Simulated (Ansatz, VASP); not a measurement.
SrO: VASP beside Ansatz

The input POSCAR:

```
SrO
1.0
    0.0000000000      2.5276385995      2.5276385995
    2.5276385995      0.0000000000      2.5276385995
    2.5276385995      2.5276385995      0.0000000000
Sr O
1 1
Direct
    0.5000000000      0.5000000000      0.5000000000
    0.0000000000      0.0000000000      0.0000000000
```

Contents of INCAR.step1:

```
PREC = Accurate
ENCUT = 520
ISMEAR = 0
SIGMA = 0.02
LREAL = F
LASPH = T
NELM = 60
NBANDS = 15
GGA = PE
ALGO = Normal
EDIFF = 1E-4
LWAVE = T
LCHARG = F
```

The input INCAR.step2:

```
PREC = Accurate
ENCUT = 520
EDIFF = 1E-6
ISMEAR = 0
SIGMA = 0.02
LREAL = F
LASPH = T
NELM = 60
ALGO = Normal
ISIF = 2
LWAVE = F
LCHARG = F
METAGGA = R2SCAN
LMIXTAU = T
NBANDS = 15
ISTART = 1
```

KPOINTS

```
Automatic mesh
0
Gamma
  8 8 8
```

Input for Ansatz:

```yaml
crystal:
  lattice:
    - [0.0, 2.5276385995, 2.5276385995]
    - [2.5276385995, 0.0, 2.5276385995]
    - [2.5276385995, 2.5276385995, 0.0]
  atoms:
    - { symbol: Sr, position: [0.5, 0.5, 0.5] }
    - { symbol: O, position: [0.0, 0.0, 0.0] }
basis:
  ecutwfc: 500
kpoints:
  mp_grid: { grid: [8, 8, 8] }
hamiltonian:
  xc: r2scan
scf:
  occupations: { method: gaussian, width: 0.02 }
output:
  forces: true
  stress: true
  eigenvalues: true
  write_density: true
  write_potential: true
  elf: true
  volumetric_format: npy
```

Alike in both runs: task single point; functional r2SCAN; k mesh 8 × 8 × 8; occupations gaussian, width 0.02 eV; no spin polarisation.

|  | VASP | Ansatz |
| --- | --- | --- |
| version | VASP 6.6.1 | Ansatz 0.2.0 |
| potentials or method | VASP PAW PBE potentials, release 64 (Sr_sv, O), cutoff 520 eV | scalar-relativistic, plane waves, PAW |
| valence electrons in the cell | 16 | 16 |

|  | VASP | Ansatz | Ansatz less VASP |
| --- | --- | --- | --- |
| gap on the k mesh at the Fermi level (eV) | 3.71 | 3.77 | +0.059 |
| least direct gap on the mesh (eV) | 3.76 | 3.80 | +0.045 |
| pressure (GPa) | 7.3 | 6.6 | -0.70 |

VASP's potentials were made for PBE, not for r2SCAN. The functional is the same, so the differences come from potentials, cutoffs and numerics.
